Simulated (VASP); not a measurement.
# Si2W (I4/mmm) in VASP: notebook

Si2W is run at these levels: PBEsol, PBEsol+U; tasks: vibrations by perturbation theory, single point.

Program: VASP 6.6.1. These are calculated values, not measurements. Logs are shortened: lines on timing, memory, paths and dates and some standing lists are left out, and cuts for length are marked.

## Step 1: The cell of the first run

Symmetry: I4/mmm, No. 139, tetragonal system. The conventional cell has a = 3.214 Å, b = 3.214 Å, c = 7.830 Å, α = 90.00°, β = 90.00°, γ = 90.00°. Within 3.4 Å of W (site symmetry 4/mmm) lie 10 Si at 2.62 Å and 4 W at 3.21 Å. Within 3.4 Å of Si (site symmetry 4mm) lie 9 Si at 2.59 to 3.21 Å and 5 W at 2.62 Å.

## Step 2: Vibrations by perturbation theory, PBEsol

File INCAR:

```
ALGO = Normal
EDIFF = 1E-8
ENCUT = 520
GGA = PS
IBRION = 8
ISIF = 2
ISMEAR = -1
LASPH = True
LCHARG = False
LREAL = False
LWAVE = False
NBANDS = 18
NELM = 60
NSW = 1
PREC = Accurate
SIGMA = 0.05
```

File KPOINTS:

```
k-points
0
Gamma
  9 9 9
```

File POSCAR:

```
Si2W
1.0
   -1.6069000000      1.6069000000      3.9149500000
    1.6069000000     -1.6069000000      3.9149500000
    1.6069000000      1.6069000000     -3.9149500000
W Si
1 2
Direct
    0.0000000000      0.0000000000      0.0000000000
    0.6653000000      0.6653000000      0.0000000000
    0.3347000000      0.3347000000      0.0000000000
```

Potentials or basis: VASP PAW PBE potentials, release 64 (W_sv, Si).

The run is started by

```bash
cat potpaw_PBE.64/W_sv/POTCAR potpaw_PBE.64/Si/POTCAR > POTCAR
mpirun -np 1 vasp_std > vasp.out
```

OUTCAR:

```text
EDIFF = 1E-8
   ENCUT = 520
   GGA = PS
   IBRION = 8
   ISIF = 2
   ISMEAR = -1
   LASPH = True
   LREAL = False
   NELM = 60
   NSW = 1
   PREC = Accurate

 ion  position               nearest neighbor table
   1  0.000  0.000  0.000-   2 2.62   2 2.62   2 2.62   3 2.62   2 2.62   3 2.62   3 2.62   3 2.62
                             2 2.62   3 2.62
   2  0.665  0.665  0.000-   3 2.59   1 2.62   1 2.62   1 2.62   1 2.62   1 2.62   3 2.63   3 2.63
                             3 2.63   3 2.63
   3  0.335  0.335  0.000-   2 2.59   1 2.62   1 2.62   1 2.62   1 2.62   1 2.62   2 2.63   2 2.63
                             2 2.63   2 2.63

  LATTYP: Found a body centered tetragonal cell.
 ALAT       =     3.2138000000
 C/A-ratio  =     2.4363370465

  Lattice vectors:

 A1 = (  -1.6069000000,   1.6069000000,   3.9149500000)
 A2 = (   1.6069000000,  -1.6069000000,   3.9149500000)
 A3 = (   1.6069000000,   1.6069000000,  -3.9149500000)

Analysis of symmetry for initial positions (statically):
=====================================================================
 Subroutine PRICEL returns:
 Original cell was already a primitive cell.

 Routine SETGRP: Setting up the symmetry group for a
 body centered tetragonal supercell.

 Subroutine GETGRP returns: Found 16 space group operations
 (whereof 16 operations were pure point group operations)
 out of a pool of 16 trial point group operations.

The static configuration has the point symmetry D_4h.

Analysis of symmetry for dynamics (positions and initial velocities):
=====================================================================
 Subroutine PRICEL returns:
 Original cell was already a primitive cell.

 Routine SETGRP: Setting up the symmetry group for a
 body centered tetragonal supercell.

 Subroutine GETGRP returns: Found 16 space group operations
 (whereof 16 operations were pure point group operations)
 out of a pool of 16 trial point group operations.

The dynamic configuration has the point symmetry D_4h.

 Subroutine INISYM returns: Found 16 space group operations
 (whereof 16 operations are pure point group operations),
 and found     1 'primitive' translations

----------------------------------------------------------------------------------------

                                     Primitive cell

  volume of cell :      40.4356

  direct lattice vectors                    reciprocal lattice vectors
    -1.606900000  1.606900000  3.914950000     0.000000000  0.311158131  0.127715552
     1.606900000 -1.606900000  3.914950000     0.311158131  0.000000000  0.127715552
     1.606900000  1.606900000 -3.914950000     0.311158131  0.311158131  0.000000000

  length of vectors
     4.526708376  4.526708376  4.526708376     0.336348992  0.336348992  0.440044048

  position of ions in fractional coordinates (direct lattice)
     0.000000000  0.000000000  0.000000000
     0.665300000  0.665300000  0.000000000
     0.334700000  0.334700000  0.000000000

  ion indices of the primitive-cell ions
   primitive index   ion index
                 1           1
                 2           2
                 3           3

----------------------------------------------------------------------------------------

 KPOINTS: k-points

Automatic generation of k-mesh.
 Grid dimensions read from file:
 generate k-points for:    9    9    9

 Generating k-lattice:

  Cartesian coordinates                     Fractional coordinates (reciprocal lattice)
     0.000000000  0.034573126  0.014190617     0.111111111  0.000000000  0.000000000
     0.034573126  0.000000000  0.014190617     0.000000000  0.111111111  0.000000000
     0.034573126  0.034573126  0.000000000     0.000000000  0.000000000  0.111111111

  Length of vectors
     0.037372110  0.037372110  0.048893783

  Shift w.r.t. Gamma in fractional coordinates (k-lattice)
     0.000000000  0.000000000  0.000000000

 Subroutine IBZKPT returns following result:
 ===========================================

 Found     75 irreducible k-points:

 Following reciprocal coordinates:
            Coordinates               Weight
  0.000000  0.000000  0.000000      1.000000
  0.111111 -0.000000  0.000000      8.000000
  0.222222  0.000000 -0.000000      8.000000
  0.333333  0.000000  0.000000      8.000000
  0.444444  0.000000 -0.000000      8.000000
  0.111111  0.111111  0.000000      8.000000
[... 16 lines left out ...]
 -0.333333  0.333333  0.000000      4.000000
[... 28 lines left out ...]
   POTIM  = 0.5000    time-step for ionic-motion
   TEBEG  =    0.0;   TEEND  =   0.0 temperature during run
   PSTRESS=    0.0 pullay stress
   NELECT =      22.0000    total number of electrons
   NUPDOWN=      -1.0000    fix difference up-down
   EMIN   =  10.00;   EMAX   =-10.00  energy-range for DOS
   EFERMI =   0.00;   METHOD = LEGACY
   ISMEAR =    -1;   SIGMA  =   0.05  broadening in eV -4-tet -1-fermi 0-gaus
   EFERMI_NEDOS =   21; number of points for ismear=-14 and -15
   IALGO  =     38    algorithm
   IMIX   =      4    mixing-type and parameters
     AMIX     =   0.40;   BMIX     =  1.00
     AMIX_MAG =   1.60;   BMIX_MAG =  1.00
  volume/ion in A,a.u.               =      13.48        90.96
  Fermi-wavevector in a.u.,A,eV,Ry     =   1.336476  2.525573 24.302284  1.786167
  Thomas-Fermi vector in A             =   2.465099
   LORBIT       =      0    0 simple, 1 ext, 2 COOP (PROOUT), +10 PAW based schemes
   GGA     = PS    functional components
   LHFCALC =     F    Hartree Fock is set to
   AEXX    =    0.0000 exact exchange contribution
   IVDW    =     0    specifies the selected vdW correction
   LEPSILON=     F    determine dielectric tensor
   LRPA    =     F    only Hartree local field effects (RPA)
 non-spin polarized calculation
  energy-cutoff  :      520.00
  volume of cell :       40.44
 maximum number of plane-waves:      1118
 NGX is ok and might be reduce to    36
   NGX = 17   NGY = 17   NGZ = 17

--------------------------------------- Ionic step        1  -------------------------------------------

 number of electron      21.9999999 magnetization

 Free energy of the ion-electron system (eV)
  ---------------------------------------------------
  ext. energy  EPLUGINS =         0.00000000
  ---------------------------------------------------
  free energy    TOTEN  =       -26.63777811 eV

  energy without entropy =      -26.63489682  energy(sigma->0) =      -26.63633747

 E-fermi :  11.7826     XC(G=0): -12.6060

 val. band max:       11.7435158747   @ k =  -0.2222  -0.3333   0.2222
 cond. band min:      11.9454286548   @ k =  -0.4444   0.4444   0.3333
 fundamental gap:      0.2019127801
 Fermi energy:        11.7825639373

 k-point     1 :       0.0000    0.0000    0.0000
  band No.  band energies     occupation
      1     -61.9441      2.00000
      2     -26.2110      2.00000
      3     -26.1863      2.00000
      4     -26.1863      2.00000
      5      -2.2106      2.00000
      6       4.9982      2.00000
[... 481 lines left out ...]
      5       2.3964      2.00000
      6       4.2186      2.00000
[... 10 lines left out ...]
     17      17.8311      0.00000
     18      19.0012      0.00000

 [... further k-points ...]

------------------------ aborting loop because EDIFF is reached ----------------------------------------

  FORCE on cell =-STRESS in cart. coord.  units (eV):
  Direction    XX          YY          ZZ          XY          YZ          ZX
  --------------------------------------------------------------------------------------
  -------------------------------------------------------------------------------------
  Total       -0.4222927     -0.4222927     -0.3789951      0.0000000      0.0000000     -0.0000000
  in kB      -16.7324781    -16.7324781    -15.0169005      0.0000000      0.0000000     -0.0000000
  external PRESSURE =     -16.1606189 kB  Pullay stress =       0.0000000 kB

 VOLUME and BASIS-vectors are now :
 -----------------------------------------------------------------------------
  energy-cutoff  :      520.00
  volume of cell :       40.44
      direct lattice vectors                 reciprocal lattice vectors
    -1.606900000  1.606900000  3.914950000     0.000000000  0.311158131  0.127715552
     1.606900000 -1.606900000  3.914950000     0.311158131  0.000000000  0.127715552
     1.606900000  1.606900000 -3.914950000     0.311158131  0.311158131  0.000000000

 POSITION                                       TOTAL-FORCE (eV/Angst)
 -----------------------------------------------------------------------------------
      0.00000      0.00000      0.00000        -0.000000     -0.000000      0.000000
      0.00000      0.00000      5.20923         0.000000      0.000000     -0.005992
      0.00000      0.00000      2.62067        -0.000000     -0.000000      0.005992
 -----------------------------------------------------------------------------------
    total drift:                               -0.000000     -0.000000      0.000000

  FREE ENERGIE OF THE ION-ELECTRON SYSTEM (eV)
  ---------------------------------------------------
  free  energy   TOTEN  =       -26.6377781133 eV

  energy  without entropy=      -26.6348968179  energy(sigma->0) =      -26.63633747

[... ionic steps 2 to 3 ...]

--------------------------------------- Ionic step        4  -------------------------------------------

------------------------ aborting loop because EDIFF is reached ----------------------------------------
[... 11 lines left out ...]
[... ionic steps 8 to 8 ...]

--------------------------------------- Ionic step        9  -------------------------------------------

 Free energy of the ion-electron system (eV)
  ---------------------------------------------------
  ---------------------------------------------------
  free energy    TOTEN  =        -0.02254477 eV

  energy without entropy =       -0.02254450

------------------------ aborting loop because EDIFF is reached ----------------------------------------

 INTERNAL STRAIN TENSOR  FOR ION    2  DIRECTION 3   (eV/Angst):
 -----------------------------------------------------------------------------
    -2.34611  0.00000  0.00000
     0.00000 -2.34611 -0.00000
     0.00000  0.00000 -3.30999

 INTERNAL STRAIN TENSOR FOR ION    3 for displacements in x,y,z  (eV/Angst):
          X           Y           Z          XY          YZ          ZX
  --------------------------------------------------------------------------------
  x     0.00000     0.00000     0.00000     0.00000     0.00000     0.88881
  y     0.00000     0.00000     0.00000     0.00000     1.76320     0.00000
  z     2.34611     2.34611     3.30999     0.00000     0.00000     0.00000

 SECOND DERIVATIVES (NOT SYMMETRIZED)
 ------------------------------------
               1X          1Y          1Z          2X          2Y          2Z          3X          3Y          3Z
  1X   -10.523591    0.000000    0.000000    5.261796    0.000000    0.000000    5.261796    0.000000    0.000000
  1Y     0.000000  -10.523591    0.000000    0.000000    5.261796    0.000000    0.000000    5.261796    0.000000
  1Z     0.000000    0.000000  -14.406542   -0.000000   -0.000000    7.203271   -0.000000    0.000000    7.203271
  2X     5.263369    0.000000    0.000000   -8.430538    0.000000    0.000000    3.167169    0.000000    0.000000
  2Y     0.000000    5.263369    0.000000    0.000000   -8.430538    0.000000    0.000000    3.167169    0.000000
  2Z     0.000000    0.000000    7.202556    0.000000    0.000000  -13.760670    0.000000    0.000000    6.558115
  3X     5.263369    0.000000    0.000000    3.167169    0.000000    0.000000   -8.430538    0.000000    0.000000
  3Y     0.000000    5.263369    0.000000    0.000000    3.167169    0.000000    0.000000   -8.430538    0.000000
  3Z     0.000000    0.000000    7.202556    0.000000    0.000000    6.558115    0.000000    0.000000  -13.760670

 Eigenvectors and eigenvalues of the dynamical matrix
 ----------------------------------------------------

   1 f  =   13.297267 THz    83.549191 2PiTHz  443.549077 cm-1    54.993052 meV
             X         Y         Z           dx          dy          dz
      0.000000  0.000000  0.000000     0.000000    0.000000    0.000000
      0.000000  0.000000  5.209232     0.000000    0.000000   -0.707107
      0.000000  0.000000  2.620668    -0.000000   -0.000000    0.707107
[... 43 lines left out ...]
   9 f/i=    0.000489 THz     0.003074 2PiTHz    0.016321 cm-1     0.002024 meV
             X         Y         Z           dx          dy          dz
      0.000000  0.000000  0.000000     0.833193    0.267994    0.000000
      0.000000  0.000000  5.209232     0.325601    0.104729    0.000000
      0.000000  0.000000  2.620668     0.325601    0.104729    0.000000

--------------------------------------------------------------------------------------------------------

 ELASTIC MODULI CONTR FROM IONIC RELAXATION (kBar)
 Direction    XX          YY          ZZ          XY          YZ          ZX
 --------------------------------------------------------------------------------
 XX         -21.4672    -21.4672    -30.2868      0.0000     -0.0000      0.0000
 YY         -21.4672    -21.4672    -30.2868      0.0000     -0.0000      0.0000
 ZZ         -30.2868    -30.2868    -42.7300      0.0000     -0.0000      0.0000
 XY           0.0000      0.0000      0.0000      0.0000      0.0000      0.0000
 YZ          -0.0000     -0.0000     -0.0000      0.0000    -21.2425      0.0000
 ZX           0.0000      0.0000      0.0000      0.0000      0.0000     -5.3979
 --------------------------------------------------------------------------------
```

Wall time 5.9 min (1 thread of Intel Xeon 6975P-C (Granite Rapids), shared host); peak memory 0.58 GiB.

Results:

| Quantity | Value |
| --- | --- |
| Highest phonon frequency at Γ | 444 cm⁻¹ |

Phonon frequencies in cm⁻¹ (negative: imaginary):
```
              q point                    frequencies
(0.000, 0.000, 0.000)  0 0 0 258 258 302 335 335 444
```

Caveat: the cell stands under pressure or tension, which shifts response properties; the PAW data sets were made with another functional, which shifts forces and pressure a little; spin-orbit coupling is left out, which moves the levels of the heavy elements.

## Step 3: Single point, PBEsol+U

POSCAR is that of step 2.

File INCAR.step1:

```
SYSTEM = Si2W
PREC = Accurate ; ENCUT = 520
EDIFF = 1E-6 ; ISMEAR = -1
SIGMA = 0.05 ; LREAL = .False.
LASPH = .True. ; NELM = 150
ALGO = Normal ; ISIF = 2
LWAVE = .False. ; LCHARG = .True.
LMAXMIX = 4 ; LDAU = .True.
LDAUTYPE = 2 ; LDAUL = 2 -1
LDAUU = 8 0 ; LDAUJ = 0 0
LDAUPRINT = 1 ; GGA = PS
NBANDS = 18
```

File KPOINTS.step1:

```
regular mesh
0
Gamma
  12 12 12
  0 0 0
```

File INCAR.step2:

```
SYSTEM = Si2W
PREC = Accurate ; ENCUT = 520
EDIFF = 1E-6 ; ISMEAR = -5
SIGMA = 0.05 ; LREAL = .False.
LASPH = .True. ; NELM = 150
ALGO = Normal ; ISIF = 2
LWAVE = .False. ; LCHARG = .False.
LMAXMIX = 4 ; LDAU = .True.
LDAUTYPE = 2 ; LDAUL = 2 -1
LDAUU = 8 0 ; LDAUJ = 0 0
LDAUPRINT = 1 ; GGA = PS
LORBIT = 11 ; NBANDS = 18
NEDOS = 2001 ; ICHARG = 11
```

File KPOINTS.step2:

```
regular mesh
0
Gamma
  18 18 18
  0 0 0
```

Potentials or basis: VASP PAW PBE potentials, release 64 (W_sv, Si).

The run is started by

```bash
cat potpaw_PBE.64/W_sv/POTCAR potpaw_PBE.64/Si/POTCAR > POTCAR
cp INCAR.step1 INCAR
cp KPOINTS.step1 KPOINTS
mpirun -np 1 vasp_std > vasp.out
cp INCAR.step2 INCAR
cp KPOINTS.step2 KPOINTS
mpirun -np 1 vasp_std > vasp.out
```

Wall time 10 min (1 thread of Oxide Virtual Turin-like, shared host); peak memory 0.42 GiB.

It converged, with:

- Valence electrons inside the program's atomic spheres: W 12.09; Si 1.64

Levels at points of the mesh, in eV from the Fermi level:
```
           k point  band 8  band 9  band 10  band 11  band 12  band 13  band 14  band 15
(0.00, 0.00, 0.00)   -2.96   -2.96    -2.55     0.43     2.53     2.71     2.80     2.80
(0.50, 0.00, 0.00)   -5.09   -2.96    -2.45    -0.56     2.63     3.71     3.72     4.48
(0.50, 0.50, 0.00)   -5.64   -5.08    -3.39    -2.11     2.57     3.65     3.78     3.98
(0.50, 0.50, 0.50)   -2.28   -1.03    -1.03    -0.62    -0.62     0.61     4.31     4.89
```

Eigenvalues of the final occupation matrices:
```tsv
site	spin	trace	eigenvalues
site 1 d	1	1.74	0.21 0.28 0.41 0.41 0.42
site 1 d	2	1.74	0.21 0.28 0.41 0.41 0.42
```

Caveat: the PAW data sets were made with another functional, which shifts forces and pressure a little; spin-orbit coupling is left out, which moves the levels of the heavy elements; U without spin polarisation on a metal has little footing; the U is typed as a test and isn't derived for this compound.
